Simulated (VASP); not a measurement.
# AgCl in VASP: further runs

Runs on AgCl. Level: PBE. Tasks: single point.

Program: VASP 6.6.1. These are calculated values, not measurements. Logs are shortened: lines on timing, memory, paths and dates and some standing lists are left out, and cuts for length are marked.

### 1 The cell of the first run

The structure is trigonal, space group R-3m (No. 166). Conventional cell: a = 4.802 Å, b = 4.802 Å, c = 5.932 Å, α = 90.00°, β = 90.00°, γ = 120.00°. Ag (site symmetry -3m) has 8 Cl at 2.94 to 2.97 Å and 6 Ag at 3.41 Å within 3.9 Å. Cl (site symmetry -3m) has 8 Ag at 2.94 to 2.97 Å and 6 Cl at 3.41 Å within 3.9 Å.

### 2 Single point, PBE (strain along [111] +0.9%)

INCAR

```
SYSTEM = AgCl
PREC = Accurate ; ENCUT = 630
EDIFF = 1E-6 ; ISMEAR = -1
SIGMA = 0.02 ; LREAL = .FALSE.
LASPH = .TRUE. ; NELM = 120
ALGO = Normal ; ISIF = 2
LWAVE = .FALSE. ; LCHARG = .TRUE.
GGA = PE ; LELF = .TRUE.
LVHAR = .TRUE. ; NBANDS = 20
GGA_COMPAT = .FALSE.
```

KPOINTS

```
Automatic mesh
0
G
  8 8 8
  0 0 0
```

POSCAR

```
AgCl
1.0
    3.4053220610      0.0097340191      0.0097340191
    0.0097340191      3.4053220610      0.0097340191
    0.0097340191      0.0097340191      3.4053220610
Ag Cl
1 1
Direct
    0.0000000000      0.0000000000      0.0000000000
    0.5000000000      0.5000000000      0.5000000000
```

Potentials or basis: VASP PAW PBE potentials, release 64 (Ag_sv_GW, Cl).

The run is started by

```console
cat potpaw_PBE.64/Ag_sv_GW/POTCAR potpaw_PBE.64/Cl/POTCAR > POTCAR
mpirun -np 1 vasp_std > vasp.out
```

OUTCAR:

```text
SYSTEM = AgCl
   PREC = Accurate
   ENCUT = 630
   EDIFF = 1E-6
   ISMEAR = -1
   LREAL = .FALSE.
   LASPH = .TRUE.
   NELM = 120
   ISIF = 2
   GGA = PE

 ion  position               nearest neighbor table
   1  0.000  0.000  0.000-
   2  0.500  0.500  0.500-

  LATTYP: Found a trigonal (rhomboedric) cell.
 ALAT       =     3.4053498853
 COS(alpha) =     0.0057250221

  Lattice vectors:

 A1 = (   3.4053220610,   0.0097340191,   0.0097340191)
 A2 = (   0.0097340191,   3.4053220610,   0.0097340191)
 A3 = (   0.0097340191,   0.0097340191,   3.4053220610)

Analysis of symmetry for initial positions (statically):
=====================================================================
 Subroutine PRICEL returns:
 Original cell was already a primitive cell.

 Routine SETGRP: Setting up the symmetry group for a
 trigonal (rhombohedral) supercell.

 Subroutine GETGRP returns: Found 12 space group operations
 (whereof 12 operations were pure point group operations)
 out of a pool of 12 trial point group operations.

The static configuration has the point symmetry D_3d.

Analysis of symmetry for dynamics (positions and initial velocities):
=====================================================================
 Subroutine PRICEL returns:
 Original cell was already a primitive cell.

 Routine SETGRP: Setting up the symmetry group for a
 trigonal (rhombohedral) supercell.

 Subroutine GETGRP returns: Found 12 space group operations
 (whereof 12 operations were pure point group operations)
 out of a pool of 12 trial point group operations.

The dynamic configuration has the point symmetry D_3d.

 Subroutine INISYM returns: Found 12 space group operations
 (whereof 12 operations are pure point group operations),
 and found     1 'primitive' translations

----------------------------------------------------------------------------------------

                                     Primitive cell

  volume of cell :      39.4879

  direct lattice vectors                    reciprocal lattice vectors
     3.405322061  0.009734019  0.009734019     0.293662766 -0.000837034 -0.000837034
     0.009734019  3.405322061  0.009734019    -0.000837034  0.293662766 -0.000837034
     0.009734019  0.009734019  3.405322061    -0.000837034 -0.000837034  0.293662766

  length of vectors
     3.405349885  3.405349885  3.405349885     0.293665152  0.293665152  0.293665152

  position of ions in fractional coordinates (direct lattice)
     0.000000000  0.000000000  0.000000000
     0.500000000  0.500000000  0.500000000

  ion indices of the primitive-cell ions
   primitive index   ion index
                 1           1
                 2           2

----------------------------------------------------------------------------------------

 KPOINTS: Automatic mesh

Automatic generation of k-mesh.
 Grid dimensions read from file:
 generate k-points for:    8    8    8

 Generating k-lattice:

  Cartesian coordinates                     Fractional coordinates (reciprocal lattice)
     0.036707846 -0.000104629 -0.000104629     0.125000000  0.000000000  0.000000000
    -0.000104629  0.036707846 -0.000104629     0.000000000  0.125000000  0.000000000
    -0.000104629 -0.000104629  0.036707846     0.000000000  0.000000000  0.125000000

  Length of vectors
     0.036708144  0.036708144  0.036708144

  Shift w.r.t. Gamma in fractional coordinates (k-lattice)
     0.000000000  0.000000000  0.000000000

 Subroutine IBZKPT returns following result:
 ===========================================

 Found     65 irreducible k-points:

 Following reciprocal coordinates:
            Coordinates               Weight
  0.000000  0.000000  0.000000      1.000000
  0.125000 -0.000000 -0.000000      6.000000
  0.250000 -0.000000 -0.000000      6.000000
  0.375000 -0.000000 -0.000000      6.000000
  0.500000 -0.000000 -0.000000      3.000000
  0.125000  0.125000 -0.000000      6.000000
[... 16 lines left out ...]
  0.250000  0.125000  0.125000      6.000000
  0.375000  0.125000  0.125000      6.000000
 [... further k-points ...]
   k-points           NKPTS =     65   k-points in BZ     NKDIM =     65   number of bands    NBANDS=     20
   number of dos      NEDOS =    301   number of ions     NIONS =      2
   total plane-waves  NPLWV =  21952
   dimension x,y,z NGX =    28 NGY =   28 NGZ =   28
   dimension x,y,z NGXF=    56 NGYF=   56 NGZF=   56
   ions per type =               1   1
   NGX,Y,Z   is equivalent  to a cutoff of  13.67, 13.67, 13.67 a.u.
   NGXF,Y,Z  is equivalent  to a cutoff of  27.34, 27.34, 27.34 a.u.
 SYSTEM =  AgCl
   PREC   = accura    normal or accurate (medium, high low for compatibility)
   ISTART =      0    job   : 0-new  1-cont  2-samecut
   ICHARG =      2    charge: 1-file 2-atom 10-const
   ISPIN  =      1    spin polarized calculation?
   LNONCOLLINEAR =      F non collinear calculations
   LSORBIT =      F    spin-orbit coupling
   LASPH  =      T    aspherical Exc in radial PAW
   ENCUT  =  630.0 eV  46.30 Ry    6.80 a.u.   6.97  6.97  6.97*2*pi/ulx,y,z
   NELM   =    120;   NELMIN=  2; NELMDL= -5     # of ELM steps
   EDIFF  = 0.1E-05   stopping-criterion for ELM
   LREAL  =      F    real-space projection
   EDIFFG = 0.1E-04   stopping-criterion for IOM
   NSW    =      0    number of steps for IOM
   IBRION =     -1    ionic relax: 0-MD 1-quasi-New 2-CG
   NFREE  =      0    steps in history (QN), initial steepest desc. (CG)
   ISIF   =      2    stress and relaxation
   ISYM   =      2    0-nonsym 1-usesym 2-fastsym
   POTIM  = 0.5000    time-step for ionic-motion
   TEBEG  =    0.0;   TEEND  =   0.0 temperature during run
   PSTRESS=    0.0 pullay stress
   NELECT =      26.0000    total number of electrons
   NUPDOWN=      -1.0000    fix difference up-down
   EMIN   =  10.00;   EMAX   =-10.00  energy-range for DOS
   EFERMI =   0.00;   METHOD = LEGACY
   ISMEAR =    -1;   SIGMA  =   0.02  broadening in eV -4-tet -1-fermi 0-gaus
   EFERMI_NEDOS =   21; number of points for ismear=-14 and -15
   IALGO  =     38    algorithm
   IMIX   =      4    mixing-type and parameters
     AMIX     =   0.40;   BMIX     =  1.00
     AMIX_MAG =   1.60;   BMIX_MAG =  1.00
  volume/ion in A,a.u.               =      19.74       133.24
  Fermi-wavevector in a.u.,A,eV,Ry     =   1.424223  2.691391 27.598205  2.028411
  Thomas-Fermi vector in A             =   2.544737
   LORBIT       =      0    0 simple, 1 ext, 2 COOP (PROOUT), +10 PAW based schemes
   GGA     = PE    functional components
   LHFCALC =     F    Hartree Fock is set to
   AEXX    =    0.0000 exact exchange contribution
   IVDW    =     0    specifies the selected vdW correction
   LEPSILON=     F    determine dielectric tensor
   LRPA    =     F    only Hartree local field effects (RPA)
 non-spin polarized calculation
  energy-cutoff  :      630.00
  volume of cell :       39.49
 maximum number of plane-waves:      1436
   NGX = 13   NGY = 13   NGZ = 13

 number of electron      26.0000015 magnetization

 Free energy of the ion-electron system (eV)
  ---------------------------------------------------
  ext. energy  EPLUGINS =         0.00000000
  ---------------------------------------------------
  free energy    TOTEN  =        -3.05913631 eV

  energy without entropy =       -3.05913631  energy(sigma->0) =       -3.05913631

 E-fermi :   4.0101     XC(G=0): -10.6494

 val. band max:        3.7145281722   @ k =   0.5000  -0.0000  -0.0000
 cond. band min:       4.2790037082   @ k =   0.0000   0.0000   0.0000
 fundamental gap:      0.5644755360
 Fermi energy:         4.0101368097

 k-point     1 :       0.0000    0.0000    0.0000
  band No.  band energies     occupation
      1     -85.9576      2.00000
      2     -49.4766      2.00000
      3     -49.4760      2.00000
      4     -49.4760      2.00000
      5     -11.0304      2.00000
      6       0.8783      2.00000
[... 12 lines left out ...]
     19      17.5922      0.00000
     20      20.1441      0.00000

 k-point     2 :       0.1250   -0.0000   -0.0000
  band No.  band energies     occupation
      1     -85.9576      2.00000
      2     -49.4779      2.00000
      3     -49.4763      2.00000
      4     -49.4759      2.00000
      5     -10.9639      2.00000
      6       0.6479      2.00000
[... 12 lines left out ...]
     19      17.1474      0.00000
     20      20.0758      0.00000

 k-point     3 :       0.2500   -0.0000   -0.0000
  band No.  band energies     occupation
      1     -85.9575      2.00000
      2     -49.4817      2.00000
      3     -49.4761      2.00000
      4     -49.4756      2.00000
      5     -10.7950      2.00000
      6      -0.3145      2.00000
[... 12 lines left out ...]
     19      17.5723      0.00000
     20      19.9151      0.00000

 k-point     4 :       0.3750   -0.0000   -0.0000
  band No.  band energies     occupation
      1     -85.9573      2.00000
      2     -49.4855      2.00000
      3     -49.4758      2.00000
      4     -49.4754      2.00000
      5     -10.6122      2.00000
      6      -1.1807      2.00000
[... 12 lines left out ...]
     19      19.6790      0.00000
     20      19.7598      0.00000

 k-point     5 :       0.5000   -0.0000   -0.0000
  band No.  band energies     occupation
      1     -85.9573      2.00000
      2     -49.4871      2.00000
      3     -49.4757      2.00000
      4     -49.4752      2.00000
      5     -10.5317      2.00000
      6      -1.5069      2.00000
[... 12 lines left out ...]
     19      19.5848      0.00000
     20      19.6938      0.00000
[... 353 lines left out ...]
      6      -0.0377      2.00000
[... 12 lines left out ...]
     19      17.4851      0.00000
     20      19.1740      0.00000

 k-point    22 :       0.1250    0.1250    0.1250
  band No.  band energies     occupation
      1     -85.9575      2.00000
      2     -49.4781      2.00000
      3     -49.4773      2.00000
      4     -49.4773      2.00000
      5     -10.8406      2.00000
      6       0.7290      2.00000
[... 12 lines left out ...]
     19      16.2824      0.00000
     20      20.8142      0.00000

 k-point    23 :       0.2500    0.1250    0.1250
  band No.  band energies     occupation
      1     -85.9573      2.00000
      2     -49.4814      2.00000
      3     -49.4775      2.00000
      4     -49.4771      2.00000
      5     -10.6856      2.00000
      6      -0.1452      2.00000
[... 12 lines left out ...]
     19      17.1008      0.00000
     20      20.0666      0.00000

 k-point    24 :       0.3750    0.1250    0.1250
  band No.  band energies     occupation
      1     -85.9572      2.00000
      2     -49.4852      2.00000
      3     -49.4772      2.00000
      4     -49.4768      2.00000
      5     -10.5180      2.00000
      6      -0.9146      2.00000
[... 12 lines left out ...]
     19      18.1929      0.00000
     20      20.4307      0.00000

 [... further k-points ...]

------------------------ aborting loop because EDIFF is reached ----------------------------------------

  FORCE on cell =-STRESS in cart. coord.  units (eV):
  Direction    XX          YY          ZZ          XY          YZ          ZX
  --------------------------------------------------------------------------------------
  -------------------------------------------------------------------------------------
  Total        0.2489896      0.2489896      0.2489896      0.0158734      0.0158734      0.0158734
  in kB       10.1024767     10.1024767     10.1024767      0.6440475      0.6440475      0.6440475
  external PRESSURE =      10.1024767 kB  Pullay stress =       0.0000000 kB

 VOLUME and BASIS-vectors are now :
 -----------------------------------------------------------------------------
  energy-cutoff  :      630.00
  volume of cell :       39.49
      direct lattice vectors                 reciprocal lattice vectors
     3.405322061  0.009734019  0.009734019     0.293662766 -0.000837034 -0.000837034
     0.009734019  3.405322061  0.009734019    -0.000837034  0.293662766 -0.000837034
     0.009734019  0.009734019  3.405322061    -0.000837034 -0.000837034  0.293662766

 POSITION                                       TOTAL-FORCE (eV/Angst)
 -----------------------------------------------------------------------------------
      0.00000      0.00000      0.00000        -0.000000      0.000000      0.000000
      1.71240      1.71240      1.71240         0.000000     -0.000000      0.000000
 -----------------------------------------------------------------------------------
    total drift:                               -0.000000      0.000000     -0.000000

  FREE ENERGIE OF THE ION-ELECTRON SYSTEM (eV)
  ---------------------------------------------------
  free  energy   TOTEN  =        -3.0591363132 eV

  energy  without entropy=       -3.0591363098  energy(sigma->0) =       -3.05913631
```

It took 25 s on 1 thread of Intel Xeon Platinum 8559C (Emerald Rapids), shared host; peak memory 0.22 GiB.

What came out:

- Free energy: -3.0591 eV
- Pressure: 1.0 GPa
- Band gap on the k mesh: 0.56 eV (least direct gap 2.14 eV)

Stress tensor (GPa, compression positive):
```
1.01 0.06 0.06
0.06 1.01 0.06
0.06 0.06 1.01
```

Caveat: the cell differs from its parent crystal (strain along [111] +0.9%); the structure was generated, so it needn't be the stable form of AgCl; semilocal functionals underestimate gaps, and a narrow one can read as zero.

### 3 Single point, PBE (uniaxial z strain +2.7%)

INCAR

```
SYSTEM = AgCl
PREC     = Accurate       ! precision mode
ENCUT    = 630            ! plane-wave cutoff, eV
EDIFF    = 1E-6           ! SCF threshold, eV
ISMEAR   = -1             ! smearing method
SIGMA    = 0.02           ! smearing width, eV
LREAL    = .FALSE.        ! projectors in reciprocal space
LASPH    = .TRUE.         ! aspherical terms in the spheres
NELM     = 120            ! most SCF steps
ALGO     = Normal         ! electronic algorithm
ISIF     = 2              ! what is computed and relaxed
LWAVE    = .FALSE.        ! write WAVECAR
LCHARG   = .FALSE.        ! write CHGCAR
GGA      = PE             ! functional
NBANDS   = 20             ! bands
GGA_COMPAT= .FALSE.
```

KPOINTS

```
regular mesh
0
G
  8 8 8
  0 0 0
```

POSCAR

```
AgCl
1.0
    3.3955880419      0.0000000000      0.0000000000
    0.0000000000      3.3955880419      0.0000000000
    0.0000000000      0.0000000000      3.4859106838
Ag Cl
1 1
Direct
    0.0000000000      0.0000000000      0.0000000000
    0.5000000000      0.5000000000      0.5000000000
```

Potentials or basis: VASP PAW PBE potentials, release 64 (Ag_sv_GW, Cl).

The run is started by

```console
cat potpaw_PBE.64/Ag_sv_GW/POTCAR potpaw_PBE.64/Cl/POTCAR > POTCAR
mpirun -np 1 vasp_std > vasp.out
```

Run time: 28 s. Hardware: 1 thread of Intel Xeon 6975P-C (Granite Rapids), shared host; peak memory 0.23 GiB.

Results (log left out):

```
Free energy            : -3.0591 eV
Pressure               : 0.1 GPa
Band gap on the k mesh : 0.55 eV (least direct gap 2.01 eV)
```

Stress tensor (GPa, compression positive):
```
 0.51  0.00  0.00
 0.00  0.51  0.00
 0.00  0.00 -0.75
```

Levels at points of the mesh, in eV from the valence-band top:
| k point | band 11 | band 12 | band 13 | band 14 | band 15 | band 16 |
| --- | --- | --- | --- | --- | --- | --- |
| (0.00, 0.00, 0.00) | -1.71 | -1.46 | -1.46 | 0.55 | 9.33 | 9.49 |
| (0.50, 0.00, 0.00) | -1.42 | -0.05 | -0.01 | 4.84 | 5.55 | 9.38 |
| (0.50, 0.50, 0.00) | -2.14 | -1.49 | -1.02 | 2.94 | 8.84 | 8.84 |
| (0.00, 0.00, 0.50) | -1.52 | 0.00 | 0.00 | 5.00 | 5.45 | 9.39 |
| (0.50, 0.00, 0.50) | -2.07 | -1.53 | -0.86 | 2.71 | 8.84 | 9.13 |
| (0.50, 0.50, 0.50) | -0.22 | -0.22 | -0.16 | 4.74 | 4.74 | 4.81 |

Caveat: the cell differs from its parent crystal (uniaxial z strain +2.7%); the structure was generated, so it needn't be the stable form of AgCl; semilocal functionals underestimate gaps, and a narrow one can read as zero.
